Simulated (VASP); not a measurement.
# Cd (Pm-3n) in VASP: notebook

Runs on Cd. Level: PBE. Tasks: single point, relaxation of cell and atoms.

Program: VASP 6.6.1. These are calculated values, not measurements. Logs are shortened: lines on timing, memory, paths and dates and some standing lists are left out, and cuts for length are marked.

## (1) The cell of the first run

Symmetry: Pm-3n, No. 223, cubic system. Conventional cell: a = 5.706 Å, b = 5.706 Å, c = 5.706 Å, α = 90.00°, β = 90.00°, γ = 90.00°. Cd (site symmetry m-3) has 12 Cd at 3.19 Å within 4.2 Å. Within 3.8 Å of Cd (site symmetry -4m2) lie 14 Cd at 2.85 to 3.49 Å.

## (2) Single point, PBE

INCAR reads:

```
SYSTEM = Cd
ALGO = Normal
EDIFF = 1E-6
ENCUT = 520
GGA = PE
ISIF = 2
ISMEAR = -1
LASPH = .TRUE.
LCHARG = .FALSE.
LREAL = .FALSE.
LWAVE = .FALSE.
NBANDS = 58
NELM = 100
PREC = Accurate
SIGMA = 0.1
```

KPOINTS reads:

```
k-points
0
G
  5 5 5
  0 0 0
```

POSCAR reads:

```
Cd
1.0
    5.7063361777      0.0000000000      0.0000000000
    0.0000000000      5.7063361777      0.0000000000
    0.0000000000      0.0000000000      5.7063361777
Cd
8
Direct
    1.0000000000      0.0000000000      1.0000000000
    0.5000000000      0.5000000000      0.5000000000
    0.2500000000      1.0000000000      0.5000000000
    0.7500000000      1.0000000000      0.5000000000
    0.5000000000      0.2500000000      0.0000000000
    0.5000000000      0.7500000000      1.0000000000
    0.0000000000      0.5000000000      0.2500000000
    0.0000000000      0.5000000000      0.7500000000
```

Potentials or basis: VASP PAW PBE potentials, release 64 (Cd).

Run with:

```
$ cat potpaw_PBE.64/Cd/POTCAR > POTCAR
$ mpirun -np 1 vasp_std > vasp.out
```

OUTCAR:

```text
SYSTEM = Cd
   EDIFF = 1E-6
   ENCUT = 520
   GGA = PE
   ISIF = 2
   ISMEAR = -1
   LASPH = .TRUE.
   LREAL = .FALSE.
   NELM = 100
   PREC = Accurate

 ion  position               nearest neighbor table
   1  0.000  0.000  0.000-   3 3.19   4 3.19   5 3.19   6 3.19   7 3.19   8 3.19   3 3.19   4 3.19
                             7 3.19   8 3.19   5 3.19   6 3.19
   2  0.500  0.500  0.500-   3 3.19   4 3.19   5 3.19   6 3.19   7 3.19   8 3.19   5 3.19   6 3.19
                             3 3.19   4 3.19   7 3.19   8 3.19
   3  0.250  0.000  0.500-   4 2.85   4 2.85   1 3.19   1 3.19   2 3.19   2 3.19   8 3.49   7 3.49
                             8 3.49   7 3.49   6 3.49   5 3.49   5 3.49   6 3.49
   4  0.750  0.000  0.500-   3 2.85   3 2.85   1 3.19   1 3.19   2 3.19   2 3.19   8 3.49   7 3.49
                             8 3.49   7 3.49   6 3.49   5 3.49   5 3.49   6 3.49
   5  0.500  0.250  0.000-   6 2.85   6 2.85   1 3.19   2 3.19   2 3.19   1 3.19   8 3.49   7 3.49
                             7 3.49   8 3.49   3 3.49   4 3.49   3 3.49   4 3.49
   6  0.500  0.750  0.000-   5 2.85   5 2.85   1 3.19   2 3.19   2 3.19   1 3.19   8 3.49   7 3.49
                             7 3.49   8 3.49   3 3.49   4 3.49   3 3.49   4 3.49
   7  0.000  0.500  0.250-   8 2.85   8 2.85   1 3.19   2 3.19   1 3.19   2 3.19   3 3.49   4 3.49
                             5 3.49   3 3.49   4 3.49   6 3.49   5 3.49   6 3.49
   8  0.000  0.500  0.750-   7 2.85   7 2.85   1 3.19   2 3.19   1 3.19   2 3.19   3 3.49   4 3.49
                             5 3.49   3 3.49   4 3.49   6 3.49   5 3.49   6 3.49

  LATTYP: Found a simple cubic cell.
 ALAT       =     5.7063361777

  Lattice vectors:

 A1 = (   5.7063361777,   0.0000000000,   0.0000000000)
 A2 = (   0.0000000000,   5.7063361777,   0.0000000000)
 A3 = (   0.0000000000,   0.0000000000,   5.7063361777)

Analysis of symmetry for initial positions (statically):
=====================================================================
 Subroutine PRICEL returns:
 Original cell was already a primitive cell.

 Routine SETGRP: Setting up the symmetry group for a
 simple cubic supercell.

 Subroutine GETGRP returns: Found 48 space group operations
 (whereof 24 operations were pure point group operations)
 out of a pool of 48 trial point group operations.

The static configuration has the point symmetry T_h .
 The point group associated with its full space group is O_h .

Analysis of symmetry for dynamics (positions and initial velocities):
=====================================================================
 Subroutine PRICEL returns:
 Original cell was already a primitive cell.

 Routine SETGRP: Setting up the symmetry group for a
 simple cubic supercell.

 Subroutine GETGRP returns: Found 48 space group operations
 (whereof 24 operations were pure point group operations)
 out of a pool of 48 trial point group operations.

The dynamic configuration has the point symmetry T_h .
 The point group associated with its full space group is O_h .

 Subroutine INISYM returns: Found 48 space group operations
 (whereof 24 operations are pure point group operations),
 and found     1 'primitive' translations

----------------------------------------------------------------------------------------

                                     Primitive cell

  volume of cell :     185.8113

  direct lattice vectors                    reciprocal lattice vectors
     5.706336178  0.000000000  0.000000000     0.175243794  0.000000000  0.000000000
     0.000000000  5.706336178  0.000000000     0.000000000  0.175243794  0.000000000
     0.000000000  0.000000000  5.706336178     0.000000000  0.000000000  0.175243794

  length of vectors
     5.706336178  5.706336178  5.706336178     0.175243794  0.175243794  0.175243794

  position of ions in fractional coordinates (direct lattice)
     0.000000000  0.000000000  0.000000000
     0.500000000  0.500000000  0.500000000
     0.250000000  0.000000000  0.500000000
     0.750000000  0.000000000  0.500000000
     0.500000000  0.250000000  0.000000000
     0.500000000  0.750000000  0.000000000
     0.000000000  0.500000000  0.250000000
     0.000000000  0.500000000  0.750000000

  ion indices of the primitive-cell ions
   primitive index   ion index
                 1           1
                 2           2
                 3           3
                 4           4
                 5           5
                 6           6
                 7           7
                 8           8

----------------------------------------------------------------------------------------

 KPOINTS: k-points

Automatic generation of k-mesh.
 Grid dimensions read from file:
 generate k-points for:    5    5    5

 Generating k-lattice:

  Cartesian coordinates                     Fractional coordinates (reciprocal lattice)
     0.035048759  0.000000000  0.000000000     0.200000000  0.000000000  0.000000000
     0.000000000  0.035048759  0.000000000     0.000000000  0.200000000  0.000000000
     0.000000000  0.000000000  0.035048759     0.000000000  0.000000000  0.200000000

  Length of vectors
     0.035048759  0.035048759  0.035048759

  Shift w.r.t. Gamma in fractional coordinates (k-lattice)
     0.000000000  0.000000000  0.000000000

 Subroutine IBZKPT returns following result:
 ===========================================

 Found     10 irreducible k-points:

 Following reciprocal coordinates:
            Coordinates               Weight
  0.000000  0.000000  0.000000      1.000000
  0.200000  0.000000  0.000000      6.000000
  0.400000  0.000000  0.000000      6.000000
  0.200000  0.200000  0.000000     12.000000
  0.400000  0.200000  0.000000     24.000000
  0.400000  0.400000  0.000000     12.000000
  0.200000  0.200000  0.200000      8.000000
  0.400000  0.200000  0.200000     24.000000
  0.400000  0.400000  0.200000     24.000000
  0.400000  0.400000  0.400000      8.000000
   k-points           NKPTS =     10   k-points in BZ     NKDIM =     10   number of bands    NBANDS=     58
   number of dos      NEDOS =    301   number of ions     NIONS =      8
   total plane-waves  NPLWV =  74088
   dimension x,y,z NGX =    42 NGY =   42 NGZ =   42
   dimension x,y,z NGXF=    84 NGYF=   84 NGZF=   84
   ions per type =               8
   NGX,Y,Z   is equivalent  to a cutoff of  12.24, 12.24, 12.24 a.u.
   NGXF,Y,Z  is equivalent  to a cutoff of  24.47, 24.47, 24.47 a.u.
 SYSTEM =  Cd
   PREC   = accura    normal or accurate (medium, high low for compatibility)
   ISTART =      0    job   : 0-new  1-cont  2-samecut
   ICHARG =      2    charge: 1-file 2-atom 10-const
   ISPIN  =      1    spin polarized calculation?
   LNONCOLLINEAR =      F non collinear calculations
   LSORBIT =      F    spin-orbit coupling
   LASPH  =      T    aspherical Exc in radial PAW
   ENCUT  =  520.0 eV  38.22 Ry    6.18 a.u.  10.61 10.61 10.61*2*pi/ulx,y,z
   NELM   =    100;   NELMIN=  2; NELMDL= -5     # of ELM steps
   EDIFF  = 0.1E-05   stopping-criterion for ELM
   LREAL  =      F    real-space projection
   EDIFFG = 0.1E-04   stopping-criterion for IOM
   NSW    =      0    number of steps for IOM
   IBRION =     -1    ionic relax: 0-MD 1-quasi-New 2-CG
   NFREE  =      0    steps in history (QN), initial steepest desc. (CG)
   ISIF   =      2    stress and relaxation
   ISYM   =      2    0-nonsym 1-usesym 2-fastsym
   POTIM  = 0.5000    time-step for ionic-motion
   TEBEG  =    0.0;   TEEND  =   0.0 temperature during run
   PSTRESS=    0.0 pullay stress
   NELECT =      96.0000    total number of electrons
   NUPDOWN=      -1.0000    fix difference up-down
   EMIN   =  10.00;   EMAX   =-10.00  energy-range for DOS
   EFERMI =   0.00;   METHOD = LEGACY
   ISMEAR =    -1;   SIGMA  =   0.10  broadening in eV -4-tet -1-fermi 0-gaus
   EFERMI_NEDOS =   21; number of points for ismear=-14 and -15
   IALGO  =     38    algorithm
   IMIX   =      4    mixing-type and parameters
     AMIX     =   0.40;   BMIX     =  1.00
     AMIX_MAG =   1.60;   BMIX_MAG =  1.00
  volume/ion in A,a.u.               =      23.23       156.74
  Fermi-wavevector in a.u.,A,eV,Ry     =   1.313635  2.482409 23.478699  1.725636
  Thomas-Fermi vector in A             =   2.443944
   LORBIT       =      0    0 simple, 1 ext, 2 COOP (PROOUT), +10 PAW based schemes
   GGA     = PE    functional components
   LHFCALC =     F    Hartree Fock is set to
   AEXX    =    0.0000 exact exchange contribution
   IVDW    =     0    specifies the selected vdW correction
   LEPSILON=     F    determine dielectric tensor
   LRPA    =     F    only Hartree local field effects (RPA)
 non-spin polarized calculation
  energy-cutoff  :      520.00
  volume of cell :      185.81
 maximum number of plane-waves:      5025
   NGX = 21   NGY = 21   NGZ = 21

 number of electron      95.9999944 magnetization

 Free energy of the ion-electron system (eV)
  ---------------------------------------------------
  ext. energy  EPLUGINS =         0.00000000
  ---------------------------------------------------
  free energy    TOTEN  =        -5.74915112 eV

  energy without entropy =       -5.62467723  energy(sigma->0) =       -5.68691417

 E-fermi :   2.4251     XC(G=0): -10.6539

 val. band max:        2.3752180574   @ k =   0.2000   0.2000   0.2000
 cond. band min:       2.4399484258   @ k =   0.2000   0.2000   0.2000
 fundamental gap:      0.0647303684
 Fermi energy:         2.4251273526

 k-point     1 :       0.0000    0.0000    0.0000
  band No.  band energies     occupation
      1      -7.2983      2.00000
      2      -7.2983      2.00000
      3      -7.2339      2.00000
      4      -6.9418      2.00000
      5      -6.9418      2.00000
      6      -6.9418      2.00000
[... 50 lines left out ...]
     57       5.7128      0.00000
     58       5.7128      0.00000

 k-point     2 :       0.2000    0.0000    0.0000
  band No.  band energies     occupation
      1      -7.2920      2.00000
      2      -7.2546      2.00000
      3      -7.1405      2.00000
      4      -7.0136      2.00000
      5      -6.9114      2.00000
      6      -6.9114      2.00000
[... 50 lines left out ...]
     57       6.6341      0.00000
     58       7.3332      0.00000

 k-point     3 :       0.4000    0.0000    0.0000
  band No.  band energies     occupation
      1      -7.2719      2.00000
      2      -7.2473      2.00000
      3      -7.0517      2.00000
      4      -6.9975      2.00000
      5      -6.8638      2.00000
      6      -6.8638      2.00000
[... 50 lines left out ...]
     57       6.8420      0.00000
     58       6.8420      0.00000

 k-point     4 :       0.2000    0.2000    0.0000
  band No.  band energies     occupation
      1      -7.2676      2.00000
      2      -7.1562      2.00000
      3      -7.1187      2.00000
      4      -6.9833      2.00000
      5      -6.9831      2.00000
      6      -6.8735      2.00000
[... 50 lines left out ...]
     57       6.8595      0.00000
     58       7.0035      0.00000

 k-point     5 :       0.4000    0.2000    0.0000
  band No.  band energies     occupation
      1      -7.2505      2.00000
      2      -7.1308      2.00000
      3      -7.0304      2.00000
      4      -6.9748      2.00000
      5      -6.9352      2.00000
      6      -6.8496      2.00000
[... 50 lines left out ...]
     57       7.8561      0.00000
     58       7.9440      0.00000

 k-point     6 :       0.4000    0.4000    0.0000
  band No.  band energies     occupation
      1      -7.2315      2.00000
      2      -7.0383      2.00000
      3      -7.0278      2.00000
      4      -6.9086      2.00000
      5      -6.8855      2.00000
      6      -6.8697      2.00000
[... 50 lines left out ...]
     57       8.4706      0.00000
     58       8.4749      0.00000

 k-point     7 :       0.2000    0.2000    0.2000
  band No.  band energies     occupation
      1      -7.1493      2.00000
      2      -7.1493      2.00000
      3      -7.0949      2.00000
      4      -6.9476      2.00000
      5      -6.9476      2.00000
      6      -6.9427      2.00000
[... 50 lines left out ...]
     57       5.7081      0.00000
     58       8.2053      0.00000

 k-point     8 :       0.4000    0.2000    0.2000
  band No.  band energies     occupation
      1      -7.1297      2.00000
      2      -7.1057      2.00000
      3      -6.9969      2.00000
      4      -6.9642      2.00000
      5      -6.8942      2.00000
      6      -6.8817      2.00000
[... 50 lines left out ...]
     57       7.0460      0.00000
     58       8.0210      0.00000

 k-point     9 :       0.4000    0.4000    0.2000
  band No.  band energies     occupation
      1      -7.0959      2.00000
      2      -6.9891      2.00000
      3      -6.9785      2.00000
      4      -6.8988      2.00000
      5      -6.8582      2.00000
      6      -6.8503      2.00000
[... 50 lines left out ...]
     57       8.4204      0.00000
     58       8.5803      0.00000

 k-point    10 :       0.4000    0.4000    0.4000
  band No.  band energies     occupation
      1      -6.8925      2.00000
      2      -6.8925      2.00000
      3      -6.8795      2.00000
      4      -6.8795      2.00000
      5      -6.8442      2.00000
      6      -6.8426      2.00000
[... 50 lines left out ...]
     57       7.4827      0.00000
     58       8.3080      0.00000

------------------------ aborting loop because EDIFF is reached ----------------------------------------

  FORCE on cell =-STRESS in cart. coord.  units (eV):
  Direction    XX          YY          ZZ          XY          YZ          ZX
  --------------------------------------------------------------------------------------
  -------------------------------------------------------------------------------------
  Total        0.2655663      0.2655663      0.2655663     -0.0000000      0.0000000     -0.0000000
  in kB        2.2898733      2.2898733      2.2898733     -0.0000000      0.0000000     -0.0000000
  external PRESSURE =       2.2898733 kB  Pullay stress =       0.0000000 kB

 VOLUME and BASIS-vectors are now :
 -----------------------------------------------------------------------------
  energy-cutoff  :      520.00
  volume of cell :      185.81
      direct lattice vectors                 reciprocal lattice vectors
     5.706336178  0.000000000  0.000000000     0.175243794  0.000000000  0.000000000
     0.000000000  5.706336178  0.000000000     0.000000000  0.175243794  0.000000000
     0.000000000  0.000000000  5.706336178     0.000000000  0.000000000  0.175243794

 POSITION                                       TOTAL-FORCE (eV/Angst)
 -----------------------------------------------------------------------------------
      0.00000      0.00000      0.00000         0.000000     -0.000000     -0.000000
      2.85317      2.85317      2.85317         0.000000     -0.000000     -0.000000
      1.42658      0.00000      2.85317        -0.000000      0.000000      0.000000
      4.27975      0.00000      2.85317         0.000000      0.000000     -0.000000
      2.85317      1.42658      0.00000        -0.000000      0.000000      0.000000
      2.85317      4.27975      0.00000        -0.000000     -0.000000      0.000000
      0.00000      2.85317      1.42658         0.000000     -0.000000      0.000000
      0.00000      2.85317      4.27975        -0.000000      0.000000     -0.000000
 -----------------------------------------------------------------------------------
    total drift:                                0.000000     -0.000000     -0.000000

  FREE ENERGIE OF THE ION-ELECTRON SYSTEM (eV)
  ---------------------------------------------------
  free  energy   TOTEN  =        -5.7491511168 eV

  energy  without entropy=       -5.6246772258  energy(sigma->0) =       -5.68691417
```

It took 48 s on 1 thread of Intel Xeon 6975P-C (Granite Rapids), shared host; peak memory 0.29 GiB.

What came out:

```
Free energy            : -5.7492 eV
Pressure               : 0.2 GPa
Band gap on the k mesh : zero (bands 48 and 49 overlap by 1.93 eV)
```

## (3) Single point, PBE

INCAR reads:

```
SYSTEM = Cd
  ALGO = Normal
  EDIFF = 1E-6
  ENCUT = 520
  GGA = PE
  ISIF = 2
  ISMEAR = -1
  LASPH = .True.
  LCHARG = .True.
  LELF = .True.
  LREAL = .False.
  LVHAR = .True.
  LWAVE = .False.
  NBANDS = 58
  NELM = 60
  PREC = Accurate
  SIGMA = 0.1
```

KPOINTS reads:

```
k-points
0
Gamma
  6 6 6
  0 0 0
```

POSCAR is that of step 2.

Potentials or basis: VASP PAW PBE potentials, release 64 (Cd).

Run with:

```
$ cat potpaw_PBE.64/Cd/POTCAR > POTCAR
$ mpirun -np 1 vasp_std > vasp.out
```

It took 84 s on 1 thread of Intel Xeon 6975P-C (Granite Rapids), shared host; peak memory 0.32 GiB.

Results (log left out):

| Quantity | Value |
| --- | --- |
| Free energy | -5.7934 eV |
| Pressure | 0.2 GPa |
| Band gap on the k mesh | zero (bands 48 and 49 overlap by 2.36 eV) |

Levels at points of the mesh, in eV from the Fermi level:
| k point | band 44 | band 45 | band 46 | band 47 | band 48 | band 49 | band 50 | band 51 | band 52 | band 53 |
| --- | --- | --- | --- | --- | --- | --- | --- | --- | --- | --- |
| (0.00, 0.00, 0.00) | -2.77 | -2.62 | -2.62 | -2.62 | 1.47 | 1.47 | 1.95 | 2.32 | 2.32 | 2.32 |
| (0.50, 0.00, 0.00) | -1.91 | -1.52 | -1.52 | -1.36 | -1.36 | -0.89 | -0.89 | 2.88 | 2.88 | 3.38 |
| (0.50, 0.50, 0.00) | -5.48 | -0.97 | -0.92 | -0.13 | -0.13 | -0.10 | -0.10 | 0.72 | 0.75 | 4.62 |
| (0.50, 0.50, 0.50) | -4.19 | -4.19 | -4.19 | -4.08 | -4.08 | 5.55 | 5.55 | 5.55 | 5.55 | 5.55 |

## (4) Relaxation of cell and atoms, PBE

This run uses another cell than the first one, of 21.59 Å³/atom.

INCAR reads:

```
SYSTEM = Cd
PREC = Accurate
ENCUT = 600
EDIFF = 1E-7
ISMEAR = -1
SIGMA = 0.1
LREAL = .False.
LASPH = .True.
NELM = 100
ALGO = Normal
ISIF = 3
LWAVE = .False.
LCHARG = .False.
GGA = PE
IBRION = 2
NSW = 80
EDIFFG = -0.01
```

KPOINTS reads:

```
Automatic mesh
0
Gamma
  5 5 5
  0 0 0
```

POSCAR reads:

```
Cd
1.0
    5.5686472891      0.0000000000      0.0000000000
    0.0000000000      5.5686472891      0.0000000000
    0.0000000000      0.0000000000      5.5686472891
Cd
8
Direct
    0.0000000000      0.0000000000      0.0000000000
    0.5000000000      0.5000000000      0.5000000000
    0.2500000000      0.0000000000      0.5000000000
    0.7500000000      0.0000000000      0.5000000000
    0.5000000000      0.2500000000      0.0000000000
    0.5000000000      0.7500000000      0.0000000000
    0.0000000000      0.5000000000      0.2500000000
    0.0000000000      0.5000000000      0.7500000000
```

Run with:

```
$ cat potpaw_PBE.64/Cd/POTCAR > POTCAR
$ mpirun -np 1 vasp_std > vasp.out
```

It took 2.6 min on 1 thread of Intel Xeon 6975P-C (Granite Rapids), shared host; peak memory 0.37 GiB.

It converged, with:

* Free energy: -5.7387 eV
* Relaxed volume: 23.33 Å³/atom
* Relaxed cell: a = 5.715 Å, b = 5.715 Å, c = 5.715 Å, α = 90.00°, β = 90.00°, γ = 90.00°
* Space group after relaxing (to 0.1 Å): Pm-3n (No. 223)
* Energy gained by relaxing: 18.6 meV/atom
* Ionic steps: 3
* Pressure after relaxing: 0.0 GPa
* Band gap on the k mesh: zero (bands 48 and 49 overlap by 1.92 eV)

The path:
```tsv
step	energy change (eV)	largest force (eV/Å)	pressure (GPa)	volume (Å³)
1	0.0000	0.0000	3.78	172.68
2	-0.1485	0.0000	0.18	185.71
3	-0.1490	0.0000	-0.01	186.61
```

Final structure:
```
Cd
1.0
     5.71453    0.00000    0.00000
     0.00000    5.71453    0.00000
     0.00000    0.00000    5.71453
Cd
8
Direct
  0.00000 0.00000 0.00000
  0.50000 0.50000 0.50000
  0.25000 0.00000 0.50000
  0.75000 0.00000 0.50000
  0.50000 0.25000 0.00000
  0.50000 0.75000 0.00000
  0.00000 0.50000 0.25000
  0.00000 0.50000 0.75000
```

Levels at points of the mesh, in eV from the Fermi level:
```tsv
k point	band 46	band 47	band 48	band 49	band 50	band 51
(0.00, 0.00, 0.00)	-2.66	-2.66	1.40	1.40	1.88	2.27
```

## (5) Summary

| task | cell | k mesh | cutoff (eV) | gap on the mesh (eV) | pressure (GPa) |
| --- | --- | --- | --- | --- | --- |
| single point | a = 5.706 Å, 8 atoms | 5 × 5 × 5 | 520 | none | 0.2 |
| single point | a = 5.706 Å, 8 atoms | 6 × 6 × 6 | 520 | none | 0.2 |
| relaxation of cell and atoms | relaxed from a = 5.569 Å, 8 atoms | 5 × 5 × 5 | 600 | none | 0.0 |

Alike in all rows: level PBE; potentials or basis VASP PAW PBE potentials, release 64 (Cd); no spin polarisation; smearing fermi-dirac 0.1 eV.

Total energies depend on the potentials used, so only differences within one code and one set of settings carry meaning.

The gap in the log of VASP goes by the Fermi energy; the results here count the filled bands.